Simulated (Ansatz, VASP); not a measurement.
**One calculation of Bi, two programs**

Contents of INCAR:

```
SYSTEM = Bi
PREC     = Accurate       ! precision mode
ENCUT    = 520            ! plane-wave cutoff, eV
EDIFF    = 1E-6           ! SCF threshold, eV
ISMEAR   = 0              ! smearing method
SIGMA    = 0.05           ! smearing width, eV
LREAL    = .FALSE.        ! projectors in reciprocal space
LASPH    = .TRUE.         ! aspherical terms in the spheres
NELM     = 60             ! most SCF steps
ALGO     = Fast           ! electronic algorithm
ISIF     = 2              ! what is computed and relaxed
LWAVE    = .FALSE.        ! write WAVECAR
LCHARG   = .TRUE.         ! write CHGCAR
GGA      = PE             ! functional
LELF     = .TRUE.         ! ELF
LVHAR    = .TRUE.       
NBANDS   = 22             ! bands
```

KPOINTS

```
Automatic mesh
0
G
  9 9 9
  0 0 0
```

POSCAR

```
Bi
1.0
    2.2675000000      1.3091417354      3.9380000000
   -2.2675000000      1.3091417354      3.9380000000
    0.0000000000     -2.6182834708      3.9380000000
Bi
2
Direct
    0.2340000000      0.2340000000      0.2340000000
    0.7719947585      0.7526586839      0.7698420215
```

Input for Ansatz:

```yaml
crystal:
  lattice:
    - [2.2675, 1.3091417354, 3.938]
    - [-2.2675, 1.3091417354, 3.938]
    - [0.0, -2.6182834708, 3.938]
  atoms:
    - { symbol: Bi, position: [0.234, 0.234, 0.234] }
    - { symbol: Bi, position: [0.7719947585, 0.7526586839, 0.7698420215] }
basis:
  ecutwfc: 420
  fft_grid_basis: typed
kpoints:
  mp_grid: { grid: [9, 9, 9] }
hamiltonian:
  xc: pbe
scf:
  occupations: { method: gaussian, width: 0.05 }
output:
  forces: true
  stress: true
  eigenvalues: true
  bader: true
  write_density: true
  volumetric_format: npy
```

Alike in both runs: task single point; functional PBE; k mesh 9 × 9 × 9; occupations gaussian, width 0.05 eV; no spin polarisation.

|  | VASP | Ansatz |
| --- | --- | --- |
| version | VASP 6.6.1 | Ansatz 0.2.0 |
| potentials or method | VASP PAW PBE potentials, release 64 (Bi_d), cutoff 520 eV | scalar-relativistic, plane waves, PAW |
| valence electrons in the cell | 30 | 30 |

|  | VASP | Ansatz | Ansatz less VASP |
| --- | --- | --- | --- |
| gap on the k mesh at the Fermi level (eV) | none | none | - |
| pressure (GPa) | 2.0 | 2.1 | +0.03 |
| traceless stress, the component that is largest in VASP (GPa) | 0.61 | 0.61 | -0.002 |
| rms of the force components (eV/Å) | 0.123 | 0.120 | -0.0034 |

Atom by atom the forces differ by 0.004 eV/Å (rms over components). A gap of «none» marks a metal or a gap that the smearing closes. The functional is the same, so the differences come from potentials, cutoffs and numerics.

Spin-orbit coupling is off throughout.
